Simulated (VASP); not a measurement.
# C (Im-3m) in VASP: notebook, part 2 of 3

VASP 6.6.1. The steps go on from the part before.

## (3) Single point, BLYP (volume scaled by 0.88)

Contents of INCAR:

```
SYSTEM = C
PREC = Accurate
ENCUT = 520
EDIFF = 1E-6
ISMEAR = -1
SIGMA = 0.1
LREAL = .FALSE.
LASPH = .TRUE.
NELM = 100
ALGO = Normal
ISIF = 2
LWAVE = .FALSE.
LCHARG = .FALSE.
GGA = B5
ALDAX = 1.0
AGGAX = 1.0
AGGAC = 1.0
ALDAC = 0.0
NBANDS = 8
```

Contents of KPOINTS:

```
regular mesh
0
G
  20 20 20
  0 0 0
```

Contents of POSCAR:

```
C
1.0
   -1.1807214928      1.1807214928      1.1807214928
    1.1807214928     -1.1807214928      1.1807214928
    1.1807214928      1.1807214928     -1.1807214928
C
1
Direct
    0.0000000000      0.0000000000      0.0000000000
```

Potentials or basis: VASP PAW PBE potentials, release 64 (C).

Command:

```sh
$ cat potpaw_PBE.64/C/POTCAR > POTCAR
$ mpirun -np 1 vasp_std > vasp.out
```

Wall time 6.3 s (1 thread of Intel Xeon 8259CL, shared host); peak memory 0.11 GiB.

Results (log left out):

```yaml
Free_energy: -4.0037 eV
Pressure: 22.1 GPa
Band_gap_on_the_k_mesh: zero (band 2 reaches 17.96 eV, above the bottom of band 3 at 4.09 eV)
```

Levels at points of the mesh, in eV from the Fermi level:
```csv
k point,band 1,band 2,band 3,band 4,band 5
"(0.00, 0.00, 0.00)",-19.50,8.98,8.98,8.98,33.71
"(0.50, 0.00, 0.00)",-8.71,-8.49,4.36,7.65,22.37
"(0.50, 0.50, 0.50)",-1.55,-1.55,-1.55,0.66,12.73
```

Caveat: the PAW data sets were made with another functional, which shifts forces and pressure a little.

## (4) Single point, BLYP (volume scaled by 0.92)

Contents of INCAR:

```
PREC = Accurate
ENCUT = 520
EDIFF = 1E-6
ISMEAR = -1
SIGMA = 0.1
LREAL = False
LASPH = True
NELM = 80
ALGO = Normal
ISIF = 2
LWAVE = False
LCHARG = False
GGA = B5
ALDAX = 1.0
AGGAX = 1.0
AGGAC = 1.0
ALDAC = 0.0
NBANDS = 8
```

Contents of KPOINTS:

```
regular mesh
0
Gamma
  20 20 20
```

Contents of POSCAR:

```
C
1.0
   -1.1983468001      1.1983468001      1.1983468001
    1.1983468001     -1.1983468001      1.1983468001
    1.1983468001      1.1983468001     -1.1983468001
C
1
Direct
    0.0000000000      0.0000000000      0.0000000000
```

Potentials or basis: VASP PAW PBE potentials, release 64 (C).

Command:

```sh
$ cat potpaw_PBE.64/C/POTCAR > POTCAR
$ mpirun -np 1 vasp_std > vasp.out
```

OUTCAR:

```text
PREC = Accurate
   ENCUT = 520
   EDIFF = 1E-6
   ISMEAR = -1
   LREAL = False
   LASPH = True
   NELM = 80
   ISIF = 2
   GGA = B5

 ion  position               nearest neighbor table
   1  0.000  0.000  0.000-

  LATTYP: Found a body centered cubic cell.
 ALAT       =     2.3966936002

  Lattice vectors:

 A1 = (  -1.1983468001,   1.1983468001,   1.1983468001)
 A2 = (   1.1983468001,  -1.1983468001,   1.1983468001)
 A3 = (   1.1983468001,   1.1983468001,  -1.1983468001)

Analysis of symmetry for initial positions (statically):
=====================================================================
 Subroutine PRICEL returns:
 Original cell was already a primitive cell.

 Routine SETGRP: Setting up the symmetry group for a
 body centered cubic supercell.

 Subroutine GETGRP returns: Found 48 space group operations
 (whereof 48 operations were pure point group operations)
 out of a pool of 48 trial point group operations.

The static configuration has the point symmetry O_h .

Analysis of symmetry for dynamics (positions and initial velocities):
=====================================================================
 Subroutine PRICEL returns:
 Original cell was already a primitive cell.

 Routine SETGRP: Setting up the symmetry group for a
 body centered cubic supercell.

 Subroutine GETGRP returns: Found 48 space group operations
 (whereof 48 operations were pure point group operations)
 out of a pool of 48 trial point group operations.

The dynamic configuration has the point symmetry O_h .

 Subroutine INISYM returns: Found 48 space group operations
 (whereof 48 operations are pure point group operations),
 and found     1 'primitive' translations

[... 103 lines left out ...]
   NELECT =       4.0000    total number of electrons
   NUPDOWN=      -1.0000    fix difference up-down
   EMIN   =  10.00;   EMAX   =-10.00  energy-range for DOS
   EFERMI =   0.00;   METHOD = LEGACY
   ISMEAR =    -1;   SIGMA  =   0.10  broadening in eV -4-tet -1-fermi 0-gaus
   EFERMI_NEDOS =   21; number of points for ismear=-14 and -15
   IALGO  =     38    algorithm
   IMIX   =      4    mixing-type and parameters
     AMIX     =   0.40;   BMIX     =  1.00
     AMIX_MAG =   1.60;   BMIX_MAG =  1.00
  volume/ion in A,a.u.               =       6.88        46.45
  Fermi-wavevector in a.u.,A,eV,Ry     =   1.366131  2.581613 25.392738  1.866314
  Thomas-Fermi vector in A             =   2.492298
   LORBIT       =      0    0 simple, 1 ext, 2 COOP (PROOUT), +10 PAW based schemes
   GGA     = B5    functional components
   LHFCALC =     F    Hartree Fock is set to
   AEXX    =    0.0000 exact exchange contribution
   IVDW    =     0    specifies the selected vdW correction
   LEPSILON=     F    determine dielectric tensor
   LRPA    =     F    only Hartree local field effects (RPA)
 non-spin polarized calculation
  energy-cutoff  :      520.00
  volume of cell :        6.88
 maximum number of plane-waves:       196
   NGX =  7   NGY =  7   NGZ =  7

 number of electron       4.0000000 magnetization

 Free energy of the ion-electron system (eV)
  ---------------------------------------------------
  ext. energy  EPLUGINS =         0.00000000
  ---------------------------------------------------
  free energy    TOTEN  =        -4.03655345 eV

  energy without entropy =       -4.02521826  energy(sigma->0) =       -4.03088586

 E-fermi :   8.3635     XC(G=0): -12.2427

 val. band max:        8.3492089067   @ k =  -0.3500   0.4000   0.3000
 cond. band min:       8.3805669745   @ k =  -0.4500   0.5000   0.2500
 fundamental gap:      0.0313580678
 Fermi energy:         8.3634700198

 k-point     1 :       0.0000    0.0000    0.0000
  band No.  band energies     occupation
      1     -10.5412      2.00000
      2      16.9520      0.00000
      3      16.9520      0.00000
      4      16.9520      0.00000
      5      41.3849      0.00000
      6      41.3849      0.00000
      7      41.3849      0.00000
      8      43.0920      0.00000
[... 243 lines left out ...]
 k-point    24 :       0.2500    0.1000    0.0000
  band No.  band energies     occupation
      1      -6.3299      2.00000
      2       8.9940      0.00365
      3      12.9742      0.00000
      4      15.5635      0.00000
      5      32.1781      0.00000
      6      33.6530      0.00000
      7      41.9496      0.00000
      8      44.0639      0.00000

 [... further k-points ...]
[... 5 lines left out ...]
  --------------------------------------------------------------------------------------
  -------------------------------------------------------------------------------------
  Total        0.5666017      0.5666017      0.5666017     -0.0000000     -0.0000000     -0.0000000
  in kB      131.8806066    131.8806066    131.8806066     -0.0000000     -0.0000000     -0.0000000
  external PRESSURE =     131.8806066 kB  Pullay stress =       0.0000000 kB

 VOLUME and BASIS-vectors are now :
 -----------------------------------------------------------------------------
  energy-cutoff  :      520.00
  volume of cell :        6.88
      direct lattice vectors                 reciprocal lattice vectors
    -1.198346800  1.198346800  1.198346800     0.000000000  0.417241486  0.417241486
     1.198346800 -1.198346800  1.198346800     0.417241486  0.000000000  0.417241486
     1.198346800  1.198346800 -1.198346800     0.417241486  0.417241486  0.000000000

 POSITION                                       TOTAL-FORCE (eV/Angst)
 -----------------------------------------------------------------------------------
      0.00000      0.00000      0.00000        -0.000000      0.000000     -0.000000
 -----------------------------------------------------------------------------------
    total drift:                                0.000000      0.000000     -0.000000

  FREE ENERGIE OF THE ION-ELECTRON SYSTEM (eV)
  ---------------------------------------------------
  free  energy   TOTEN  =        -4.0365534550 eV

  energy  without entropy=       -4.0252182575  energy(sigma->0) =       -4.03088586
```

OSZICAR:

```text
N       E                     dE             d eps       ncg     rms          rms(c)
DAV:   1    -0.257253419789E+01   -0.25725E+01   -0.24539E+03  4496   0.494E+02
DAV:   2    -0.402335789103E+01   -0.14508E+01   -0.13575E+01  5304   0.277E+01
DAV:   3    -0.402850346311E+01   -0.51456E-02   -0.51352E-02  4632   0.171E+00
DAV:   4    -0.402850502650E+01   -0.15634E-05   -0.15627E-05  5776   0.283E-02
DAV:   5    -0.402850502707E+01   -0.57005E-09   -0.16397E-09  4744   0.191E-04    0.774E-01
DAV:   6    -0.403274735494E+01   -0.42423E-02   -0.25501E-03  4688   0.371E-01    0.475E-01
DAV:   7    -0.403646169607E+01   -0.37143E-02   -0.51801E-03  4672   0.546E-01    0.537E-02
DAV:   8    -0.403655354206E+01   -0.91846E-04   -0.14558E-04  4944   0.903E-02    0.109E-02
DAV:   9    -0.403655345497E+01    0.87084E-07   -0.13165E-06  4800   0.983E-03
   1 F= -.40365535E+01 E0= -.40308859E+01  d E =-.113352E-01
```

stdout:

```text
POSCAR found type information on POSCAR C
 POSCAR found :  1 types and       1 ions
 scaLAPACK will be used
 -----------------------------------------------------------------------------
|                                                                             |
|                                                                             |
|     You enforced a specific xc type in the INCAR file but a different       |
|     I HOPE YOU KNOW WHAT YOU ARE DOING!                                     |
|                                                                             |
 -----------------------------------------------------------------------------

 LDA part: xc-table for (Slater(with rela. corr.)+VWN5), standard interpolation
 POSCAR, INCAR and KPOINTS ok, starting setup
 FFT: planning ... GRIDC
 FFT: planning ... GRID_SOFT
 FFT: planning ... GRID
 WAVECAR not read
 entering main loop
```

Wall time 8.3 s (1 thread of Intel Xeon 8259CL, shared host); peak memory 0.12 GiB.

What came out:

- Free energy: -4.0366 eV
- Pressure: 13.2 GPa
- Band gap on the k mesh: zero (band 2 reaches 16.95 eV, above the bottom of band 3 at 3.76 eV)

Levels at points of the mesh, in eV from the Fermi level:
```csv
k point,band 1,band 2,band 3,band 4,band 5
"(0.00, 0.00, 0.00)",-18.90,8.59,8.59,8.59,33.02
"(0.50, 0.00, 0.00)",-8.40,-8.28,4.20,7.35,21.77
"(0.50, 0.50, 0.50)",-1.44,-1.44,-1.44,0.17,12.70
```

Caveat: the PAW data sets were made with another functional, which shifts forces and pressure a little.

[end of part 2 of 3]
